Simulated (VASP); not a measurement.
# BeTe in VASP: notebook, part 2 of 2

VASP 6.6.1.

### Step 4. Single point, PBE

Input file INCAR:

```
SYSTEM = BeTe
  PREC = Accurate
  ENCUT = 520
  EDIFF = 1E-6
  ISMEAR = -1
  SIGMA = 0.05
  LREAL = Auto
  LASPH = .TRUE.
  NELM = 100
  ALGO = Normal
  ISIF = 2
  LWAVE = .FALSE.
  LCHARG = .FALSE.
  GGA = PE
  NBANDS = 66
```

Input file KPOINTS:

```
regular mesh
0
G
  2 2 1
  0 0 0
```

Input file POSCAR:

```
BeTe
1.0
    7.8347430000      0.0000000000      0.0000000000
    0.0000000000      5.5400000000      0.0000000000
    0.0000000000      0.0000000000     20.7934290000
Be Te
12 12
Direct
    0.0000000000      0.0000000000      0.0480921160
    0.6968192830      0.5483032491      0.1444735257
    0.2591278361      0.5852166065      0.1656677213
    0.5000036376      0.0000000000      0.0480921160
    0.5705739167     -0.0072924188      0.2584374131
    0.2586428170      0.4914620939      0.4236097856
    0.8212777369      0.4935559567      0.4080038939
    0.0658349610      0.0989169675      0.2571822089
    0.1015476832     -0.0392418773      0.4517773379
    0.8698689925      0.7500722022      0.5894506385
    0.2591405998      0.5012815884      0.5690980550
    0.6084309339      0.1737003610      0.4799881732
    0.0139506810      0.3404151625      0.1563474692
    0.2500018188      0.7500000000      0.0480921160
    0.7500054565      0.7500000000      0.0480921160
    0.4834364063      0.2740613718      0.1468492763
    0.5363673065      0.4082671480      0.3858190008
    0.8240602149      0.7694404332      0.2771789107
    0.2653437388      0.8129241877      0.2763613447
    0.0471489620      0.2916967509      0.3628021141
    0.0378059625      0.5983574007      0.6591553514
    0.3284983311      0.8662093863      0.5034186521
    0.8450564364      0.8818050542      0.4790599953
    0.5648557968      0.3599458484      0.5913647047
```

Potentials or basis: VASP PAW PBE potentials, release 64 (Be, Te).

Started as:

```console
$ cat potpaw_PBE.64/Be/POTCAR potpaw_PBE.64/Te/POTCAR > POTCAR
$ mpirun -np 1 vasp_std > vasp.out
```

OUTCAR:

```text
SYSTEM = BeTe
   PREC = Accurate
   ENCUT = 520
   EDIFF = 1E-6
   ISMEAR = -1
   LREAL = Auto
   LASPH = .TRUE.
   NELM = 100
   ISIF = 2
   GGA = PE

 ion  position               nearest neighbor table
   1  0.000  0.000  0.048-  15 2.40  14 2.40  13 2.94
   2  0.697  0.548  0.144-  16 2.26  15 2.33  13 2.75
   3  0.259  0.585  0.166-  13 2.36  16 2.49  14 2.61  19 2.63
   4  0.500  0.000  0.048-  14 2.40  15 2.40  16 2.56
   5  0.571  0.993  0.258-  18 2.37  19 2.62  16 2.88
   6  0.259  0.491  0.424-  17 2.36  20 2.36  22 2.71
   7  0.821  0.494  0.408-  20 2.29  17 2.33  23 2.62
   8  0.066  0.099  0.257-  19 2.26  20 2.45  13 2.52  18 2.66
   9  0.102  0.961  0.452-  23 2.13  22 2.14  20 2.64
  10  0.870  0.750  0.589-  21 2.13  23 2.42
  11  0.259  0.501  0.569-  22 2.50  24 2.56  21 2.61
  12  0.608  0.174  0.480-  17 2.42  23 2.46  24 2.56  22 2.82
  13  0.014  0.340  0.156-   3 2.36   8 2.52   2 2.75   1 2.94
  14  0.250  0.750  0.048-   1 2.40   4 2.40   3 2.61
  15  0.750  0.750  0.048-   2 2.33   1 2.40   4 2.40
  16  0.483  0.274  0.147-   2 2.26   3 2.49   4 2.56   5 2.88
  17  0.536  0.408  0.386-   7 2.33   6 2.36  12 2.42
  18  0.824  0.769  0.277-   5 2.37   8 2.66  19 3.47  20 3.64
[... 223 lines left out ...]
  band No.  band energies     occupation
      1     -11.2437      2.00000
      2     -10.6394      2.00000
      3     -10.4825      2.00000
      4     -10.1858      2.00000
      5      -9.8040      2.00000
      6      -9.7259      2.00000
[... 241 lines left out ...]
     59       4.3961      0.00000
     60       4.5167      0.00000
 [bands above 60 left out]

------------------------ aborting loop because EDIFF is reached ----------------------------------------

  FORCE on cell =-STRESS in cart. coord.  units (eV):
  Direction    XX          YY          ZZ          XY          YZ          ZX
  --------------------------------------------------------------------------------------
  -------------------------------------------------------------------------------------
  Total        8.4414104     -5.7401060    -11.8156727      0.8194694     -6.6428065     -1.2576396
  in kB       14.9852835    -10.1898986    -20.9753106      1.4547309    -11.7923824     -2.2325754
  external PRESSURE =      -5.3933086 kB  Pullay stress =       0.0000000 kB

 VOLUME and BASIS-vectors are now :
 -----------------------------------------------------------------------------
  energy-cutoff  :      520.00
  volume of cell :      902.53
      direct lattice vectors                 reciprocal lattice vectors
     7.834743000  0.000000000  0.000000000     0.127636605  0.000000000  0.000000000
     0.000000000  5.540000000  0.000000000     0.000000000  0.180505415  0.000000000
     0.000000000  0.000000000 20.793429000     0.000000000  0.000000000  0.048092116

 POSITION                                       TOTAL-FORCE (eV/Angst)
 -----------------------------------------------------------------------------------
      0.00000      0.00000      1.00000         0.383483     -0.245933      1.603328
      5.45940      3.03760      3.00410         1.940672      0.115972      0.760390
      2.03020      3.24210      3.44480         0.000476      0.261669     -0.066009
      3.91740      0.00000      1.00000        -0.272742     -0.397064      1.064019
      4.47030      5.49960      5.37380        -0.913066     -0.311647     -0.077632
      2.02640      2.72270      8.80830         0.648841      0.902910      0.172405
[... 16 lines left out ...]
      6.62080      4.88520      9.96130        -2.249964     -1.164973      1.026632
      4.42550      1.99410     12.29650        -0.383811     -0.204267     -0.805977
 -----------------------------------------------------------------------------------
    total drift:                                0.001461      0.003604      0.001005

  FREE ENERGIE OF THE ION-ELECTRON SYSTEM (eV)
  ---------------------------------------------------
  free  energy   TOTEN  =       -79.0317839176 eV

  energy  without entropy=      -79.0262037002  energy(sigma->0) =      -79.02899381
```

OSZICAR:

```text
N       E                     dE             d eps       ncg     rms          rms(c)
DAV:   1     0.463509746685E+03    0.46351E+03   -0.32061E+04   528   0.111E+03
DAV:   2    -0.235247938381E+02   -0.48703E+03   -0.45916E+03   664   0.172E+02
DAV:   3    -0.786069016641E+02   -0.55082E+02   -0.54114E+02   656   0.615E+01
[... 15 lines left out ...]
DAV:  19    -0.790317332083E+02   -0.17407E-04   -0.17989E-05   624   0.143E-02    0.643E-02
DAV:  20    -0.790317474106E+02   -0.14202E-04   -0.50827E-06   560   0.673E-03    0.424E-02
DAV:  21    -0.790317750430E+02   -0.27632E-04   -0.11575E-05   580   0.105E-02    0.960E-03
DAV:  22    -0.790317837311E+02   -0.86881E-05   -0.75878E-06   624   0.735E-03    0.313E-02
DAV:  23    -0.790317839176E+02   -0.18646E-06   -0.97120E-07   416   0.345E-03
   1 F= -.79031784E+02 E0= -.79028994E+02  d E =-.558022E-02
```

stdout:

```text
POSCAR found type information on POSCAR BeTe
 POSCAR found :  2 types and      24 ions
 scaLAPACK will be used
 LDA part: xc-table for (Slater+PW92), standard interpolation
 POSCAR, INCAR and KPOINTS ok, starting setup
 FFT: planning ... GRIDC
 FFT: planning ... GRID_SOFT
 FFT: planning ... GRID
 WAVECAR not read
 entering main loop
```

It took 14 min on 1 thread of Intel Xeon 8259CL, shared host; peak memory 0.82 GiB.

What came out:

```
Free energy            : -79.0318 eV
Largest force          : 2.734 eV/Å
Band gap on the k mesh : 0.43 eV (least direct gap 0.45 eV)
```

Forces on the atoms (eV/Å):
```
Be   0.383 -0.246  1.603
Be   1.941  0.116  0.760
Be   0.000  0.262 -0.066
Be  -0.273 -0.397  1.064
Be  -0.913 -0.312 -0.078
Be   0.649  0.903  0.172
Be  -0.761  1.389 -0.096
Be  -1.284 -0.029 -0.808
Be   0.384  1.520 -1.849
Be  -1.097 -0.103 -1.230
Be   0.459  0.585  1.094
Be  -0.536  0.170  0.778
Te  -1.173 -0.961 -0.189
Te   0.102  0.690 -0.376
Te  -0.077  0.997 -0.971
Te   0.075 -0.541  0.554
Te   0.029 -1.243 -0.454
Te  -0.987  1.011 -0.647
Te   2.457 -0.377 -0.967
Te   0.606 -0.412  1.096
Te   1.499 -0.856  0.001
Te   1.150 -0.798  0.385
Te  -2.250 -1.165  1.027
Te  -0.384 -0.204 -0.806
```

Caveat: the k points lie up to 0.57 Å⁻¹ apart; the atoms stand as in a frame of molecular dynamics; there is no dipole correction, which matters where the two faces differ; semilocal functionals underestimate gaps, and a narrow one can read as zero; spin-orbit coupling is left out, which moves the levels of the heavy elements.

### Step 5. Overview

| cell | gap on the mesh (eV) | largest force (eV/Å) |
| --- | --- | --- |
| as given, atomic positions A | 0.65 | 5.88 |
| as given, atomic positions B | 0.24 | 2.35 |
| as given, atomic positions C | 0.43 | 2.73 |

Alike in all rows: task single point; level PBE; potentials or basis VASP PAW PBE potentials, release 64 (Be, Te); no spin polarisation; k mesh 2 × 2 × 1; cutoff (eV) 520; smearing fermi-dirac 0.05 eV.

Caveats: all runs use coarse meshes; the atoms stand as in a frame of molecular dynamics; there is no dipole correction, which matters where the two faces differ; semilocal functionals underestimate gaps, and a narrow one can read as zero; spin-orbit coupling is left out, which moves the levels of the heavy elements.

Absolute energies hang on the potentials; compare differences alone.
